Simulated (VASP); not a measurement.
A run of VASP 6.6.1:

The input INCAR:

```
SYSTEM = Ru
ALGO = Normal
EDIFF = 1E-8
ENCUT = 520
GGA = CA
IBRION = 8
ISIF = 2
ISMEAR = -1
LASPH = .True.
LCHARG = .False.
LREAL = .False.
LWAVE = .False.
NBANDS = 21
NELM = 100
NSW = 1
PREC = Accurate
SIGMA = 0.15
```

The input KPOINTS:

```
k-points
0
Gamma
  15 15 8
  0 0 0
```

Contents of POSCAR:

```
Ru
1.0
    2.6759834052      0.0000000000      0.0000000000
   -1.3379917026      2.3174696090      0.0000000000
    0.0000000000      0.0000000000      4.2262880327
Ru
2
Direct
    0.3333333333      0.6666666667      0.2500000000
    0.6666666667      0.3333333333      0.7500000000
```

Potentials or basis: VASP PAW LDA potentials, release 64 (Ru_pv).

Command:

```sh
$ cat potpaw_LDA.64/Ru_pv/POTCAR > POTCAR
$ mpirun -np 1 vasp_std > vasp.out
```

Hardware: 1 thread of Intel(R) Xeon(R) 6975P-C (Granite Rapids) (shared host).

Question: How long does it take, and how much memory?

Answer: It took 5.2 min on 1 thread of Intel(R) Xeon(R) 6975P-C (Granite Rapids), on a shared host, peak memory 0.61 GiB. Counts: scf iterations 51, k points 135.
